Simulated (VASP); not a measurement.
# CuSn2 (P-6m2) in VASP: single point with PBE

Aim: the single point of CuSn2 with PBE.

All numbers are computed with VASP 6.6.1; they aren't measurements. Logs are shortened: lines on timing, memory, paths and dates and some standing lists are left out, and cuts for length are marked.

## (1) The cell of the first run

It takes space group P-6m2 (No. 187, hexagonal). Conventional cell: a = 3.424 Å, b = 3.424 Å, c = 13.402 Å, α = 90.00°, β = 90.00°, γ = 120.00°. Within 3.7 Å of Cu (site symmetry 3m) lie 6 Sn at 2.78 to 2.79 Å and 6 Cu at 3.42 Å. Within 4.5 Å of Sn (site symmetry -6m2) lie 12 Sn at 3.42 Å. Within 3.7 Å of Sn (site symmetry 3m) lie 3 Cu at 2.78 Å and 9 Sn at 3.42 Å. Sn (site symmetry -6m2) has 6 Cu at 2.79 Å and 6 Sn at 3.42 Å within 3.7 Å.

## (2) Single point, PBE

INCAR

```
  ALGO = Fast
  EDIFF = 1E-6
  ENCUT = 520
  GGA = PE
  ISIF = 2
  ISMEAR = 0
  LASPH = True
  LCHARG = True
  LELF = True
  LREAL = False
  LVHAR = True
  LWAVE = False
  NBANDS = 48
  NELM = 60
  PREC = Accurate
  SIGMA = 0.1
```

KPOINTS

```
k-points
0
Gamma
  12 12 4
```

POSCAR

```
CuSn2
1.0
    3.4239137601      0.0000000000      0.0000000000
   -1.7119568801      2.9651962966      0.0000000000
    0.0000000000      0.0000000000     13.4016411132
Cu Sn
2 4
Direct
    0.3333333333      0.6666666667      0.3532911571
    0.3333333333      0.6666666667      0.6467088429
    0.3333333333      0.6666666667      0.0000000000
    0.6666666667      0.3333333333      0.2078310086
    0.6666666667      0.3333333333      0.5000000000
    0.6666666667      0.3333333333      0.7921689914
```

Potentials or basis: VASP PAW PBE potentials, release 64 (Cu, Sn_d).

On the command line:

```bash
$ cat potpaw_PBE.64/Cu/POTCAR potpaw_PBE.64/Sn_d/POTCAR > POTCAR
$ mpirun -np 1 vasp_std > vasp.out
```

OUTCAR:

```text
EDIFF = 1E-6
   ENCUT = 520
   GGA = PE
   ISIF = 2
   ISMEAR = 0
   LASPH = True
   LREAL = False
   NELM = 60
   PREC = Accurate

 ion  position               nearest neighbor table
   1  0.333  0.667  0.353-   4 2.78   4 2.78   4 2.78   5 2.79   5 2.79   5 2.79
   2  0.333  0.667  0.647-   6 2.78   6 2.78   6 2.78   5 2.79   5 2.79   5 2.79
   3  0.333  0.667  0.000-   4 3.42   6 3.42   4 3.42   6 3.42   4 3.42   6 3.42
   4  0.667  0.333  0.208-   1 2.78   1 2.78   1 2.78   3 3.42   3 3.42   3 3.42
   5  0.667  0.333  0.500-   1 2.79   2 2.79   1 2.79   2 2.79   1 2.79   2 2.79
   6  0.667  0.333  0.792-   2 2.78   2 2.78   2 2.78   3 3.42   3 3.42   3 3.42

  LATTYP: Found a hexagonal cell.
 ALAT       =     3.4239137601
 C/A-ratio  =     3.9141292837

  Lattice vectors:

 A1 = (   3.4239137601,   0.0000000000,   0.0000000000)
 A2 = (  -1.7119568801,   2.9651962966,   0.0000000000)
 A3 = (   0.0000000000,   0.0000000000,  13.4016411132)

Analysis of symmetry for initial positions (statically):
=====================================================================
 Subroutine PRICEL returns:
 Original cell was already a primitive cell.

 Routine SETGRP: Setting up the symmetry group for a
 hexagonal supercell.

 Subroutine GETGRP returns: Found 12 space group operations
 (whereof 12 operations were pure point group operations)
 out of a pool of 24 trial point group operations.

The static configuration has the point symmetry D_3h.

Analysis of symmetry for dynamics (positions and initial velocities):
=====================================================================
 Subroutine PRICEL returns:
 Original cell was already a primitive cell.

 Routine SETGRP: Setting up the symmetry group for a
 hexagonal supercell.

 Subroutine GETGRP returns: Found 12 space group operations
 (whereof 12 operations were pure point group operations)
 out of a pool of 24 trial point group operations.

The dynamic configuration has the point symmetry D_3h.

 Subroutine INISYM returns: Found 12 space group operations
 (whereof 12 operations are pure point group operations),
 and found     1 'primitive' translations

----------------------------------------------------------------------------------------

                                     Primitive cell

  volume of cell :     136.0612

  direct lattice vectors                    reciprocal lattice vectors
[... 93 lines left out ...]
   ENCUT  =  520.0 eV  38.22 Ry    6.18 a.u.   6.37  6.37 24.92*2*pi/ulx,y,z
   NELM   =     60;   NELMIN=  2; NELMDL= -5     # of ELM steps
   EDIFF  = 0.1E-05   stopping-criterion for ELM
   LREAL  =      F    real-space projection
   EDIFFG = 0.1E-04   stopping-criterion for IOM
   NSW    =      0    number of steps for IOM
   IBRION =     -1    ionic relax: 0-MD 1-quasi-New 2-CG
   NFREE  =      0    steps in history (QN), initial steepest desc. (CG)
   ISIF   =      2    stress and relaxation
   ISYM   =      2    0-nonsym 1-usesym 2-fastsym
   POTIM  = 0.5000    time-step for ionic-motion
   TEBEG  =    0.0;   TEEND  =   0.0 temperature during run
   PSTRESS=    0.0 pullay stress
   NELECT =      78.0000    total number of electrons
   NUPDOWN=      -1.0000    fix difference up-down
   EMIN   =  10.00;   EMAX   =-10.00  energy-range for DOS
   EFERMI =   0.00;   METHOD = LEGACY
   ISMEAR =     0;   SIGMA  =   0.10  broadening in eV -4-tet -1-fermi 0-gaus
   EFERMI_NEDOS =   21; number of points for ismear=-14 and -15
   IALGO  =     68    algorithm
   IMIX   =      4    mixing-type and parameters
     AMIX     =   0.40;   BMIX     =  1.00
     AMIX_MAG =   1.60;   BMIX_MAG =  1.00
  volume/ion in A,a.u.               =      22.68       153.03
  Fermi-wavevector in a.u.,A,eV,Ry     =   1.359967  2.569964 25.164104  1.849509
  Thomas-Fermi vector in A             =   2.486669
   LORBIT       =      0    0 simple, 1 ext, 2 COOP (PROOUT), +10 PAW based schemes
   GGA     = PE    functional components
   LHFCALC =     F    Hartree Fock is set to
   AEXX    =    0.0000 exact exchange contribution
   IVDW    =     0    specifies the selected vdW correction
   LEPSILON=     F    determine dielectric tensor
   LRPA    =     F    only Hartree local field effects (RPA)
 non-spin polarized calculation
 RMM-DIIS sequential band-by-band and
 Gauss-broadening in eV      SIGMA  =   0.10
  energy-cutoff  :      520.00
  volume of cell :      136.06
 maximum number of plane-waves:      3691
 NGX is ok and might be reduce to    28
   NGX = 13   NGY = 13   NGZ = 49

 number of electron      78.0000008 magnetization

 Free energy of the ion-electron system (eV)
  ---------------------------------------------------
  ext. energy  EPLUGINS =         0.00000000
  ---------------------------------------------------
  free energy    TOTEN  =       -21.92101334 eV

  energy without entropy =      -21.91131988  energy(sigma->0) =      -21.91616661

 E-fermi :   7.7273     XC(G=0): -10.6465

 val. band max:        7.6785703893   @ k =   0.3333   0.2500   0.5000
 cond. band min:       7.7325599786   @ k =   0.3333   0.1667   0.5000
 fundamental gap:      0.0539895893
 Fermi energy:         7.7273326535

 k-point     1 :       0.0000    0.0000    0.0000
  band No.  band energies     occupation
      1     -13.8399      2.00000
      2     -13.8120      2.00000
      3     -13.8120      2.00000
      4     -13.8111      2.00000
      5     -13.8111      2.00000
      6     -13.7698      2.00000
[... 1213 lines left out ...]
     47      12.6949      0.00000
     48      12.8746      0.00000

 [... further k-points ...]
[... 5 lines left out ...]
  --------------------------------------------------------------------------------------
  -------------------------------------------------------------------------------------
  Total       -0.0182119     -0.0182119      0.0437688      0.0000000      0.0000000      0.0000000
  in kB       -0.2144530     -0.2144530      0.5153961      0.0000000      0.0000000      0.0000000
  external PRESSURE =       0.0288300 kB  Pullay stress =       0.0000000 kB

 VOLUME and BASIS-vectors are now :
 -----------------------------------------------------------------------------
  energy-cutoff  :      520.00
  volume of cell :      136.06
      direct lattice vectors                 reciprocal lattice vectors
     3.423913760  0.000000000  0.000000000     0.292063431  0.168622900  0.000000000
    -1.711956880  2.965196297  0.000000000     0.000000000  0.337245801  0.000000000
     0.000000000  0.000000000 13.401641113     0.000000000  0.000000000  0.074617727

 POSITION                                       TOTAL-FORCE (eV/Angst)
 -----------------------------------------------------------------------------------
     -0.00000      1.97680      4.73468        -0.000000      0.000000      0.002809
     -0.00000      1.97680      8.66696        -0.000000      0.000000     -0.002809
     -0.00000      1.97680      0.00000        -0.000000      0.000000      0.000000
      1.71196      0.98840      2.78528         0.000000      0.000000     -0.018704
      1.71196      0.98840      6.70082         0.000000      0.000000      0.000000
      1.71196      0.98840     10.61636         0.000000     -0.000000      0.018704
 -----------------------------------------------------------------------------------
    total drift:                               -0.000001      0.000000     -0.000000

  FREE ENERGIE OF THE ION-ELECTRON SYSTEM (eV)
  ---------------------------------------------------
  free  energy   TOTEN  =       -21.9210133433 eV

  energy  without entropy=      -21.9113198758  energy(sigma->0) =      -21.91616661
```

OSZICAR:

```text
N       E                     dE             d eps       ncg     rms          rms(c)
DAV:   1     0.846185063929E+03    0.84619E+03   -0.36679E+04  5600   0.266E+03
DAV:   2     0.120616764757E+03   -0.72557E+03   -0.70613E+03  5472   0.685E+02
DAV:   3    -0.160287222167E+02   -0.13665E+03   -0.13194E+03  5992   0.247E+02
DAV:   4    -0.236143676311E+02   -0.75856E+01   -0.74686E+01  6664   0.657E+01
DAV:   5    -0.239448588803E+02   -0.33049E+00   -0.33034E+00  7968   0.150E+01    0.138E+01
RMM:   6    -0.266174640414E+02   -0.26726E+01   -0.47489E+01  6517   0.505E+01    0.125E+01
RMM:   7    -0.221396750608E+02    0.44778E+01   -0.12698E+01  5677   0.300E+01    0.282E+00
RMM:   8    -0.219478557527E+02    0.19182E+00   -0.78628E-01  6792   0.787E+00    0.120E+00
RMM:   9    -0.219591047679E+02   -0.11249E-01   -0.41930E-01  6568   0.463E+00    0.162E+00
RMM:  10    -0.219190187147E+02    0.40086E-01   -0.13382E-01  7222   0.328E+00    0.108E-01
RMM:  11    -0.219208570764E+02   -0.18384E-02   -0.22007E-02  8096   0.653E-01    0.879E-02
RMM:  12    -0.219208909162E+02   -0.33840E-04   -0.37890E-03  9236   0.356E-01    0.464E-02
RMM:  13    -0.219209902573E+02   -0.99341E-04   -0.97691E-04  9991   0.169E-01    0.352E-02
RMM:  14    -0.219210026109E+02   -0.12354E-04   -0.27130E-04  8612   0.109E-01    0.154E-02
RMM:  15    -0.219210101834E+02   -0.75725E-05   -0.98600E-05  9545   0.517E-02    0.265E-03
RMM:  16    -0.219210124983E+02   -0.23150E-05   -0.27072E-05  7625   0.265E-02    0.319E-03
RMM:  17    -0.219210133433E+02   -0.84494E-06   -0.94735E-06  6292   0.171E-02
   1 F= -.21921013E+02 E0= -.21916167E+02  d E =-.969347E-02
```

It took 13 min on 1 thread of Intel Xeon 8259CL, shared host; peak memory 0.46 GiB.

What came out:

| Quantity | Value |
| --- | --- |
| Free energy | -21.9210 eV |
| Pressure | 0.0 GPa |
| Largest force | 0.019 eV/Å |
| Band gap on the k mesh | zero (band 39 reaches 13.40 eV, above the bottom of band 40 at 6.07 eV) |

Forces on the atoms (eV/Å):
```
Cu   0.000  0.000  0.003
Cu   0.000  0.000 -0.003
Sn   0.000  0.000  0.000
Sn   0.000  0.000 -0.019
Sn   0.000  0.000  0.000
Sn   0.000  0.000  0.019
```

Levels at points of the mesh, in eV from the Fermi level:
```
           k point  band 37  band 38  band 39  band 40  band 41  band 42
(0.00, 0.00, 0.00)    -1.59     3.41     5.00     5.54     5.54     6.14
(0.50, 0.00, 0.00)    -2.26    -1.55    -1.50     0.05     1.53     1.64
(0.00, 0.00, 0.50)    -0.13     1.75     5.67     5.67     5.77     5.77
(0.50, 0.00, 0.50)    -2.36    -2.22    -0.55    -0.25     1.04     1.43
```

Caveat: spin-orbit coupling is left out, which moves the levels of the heavy elements.
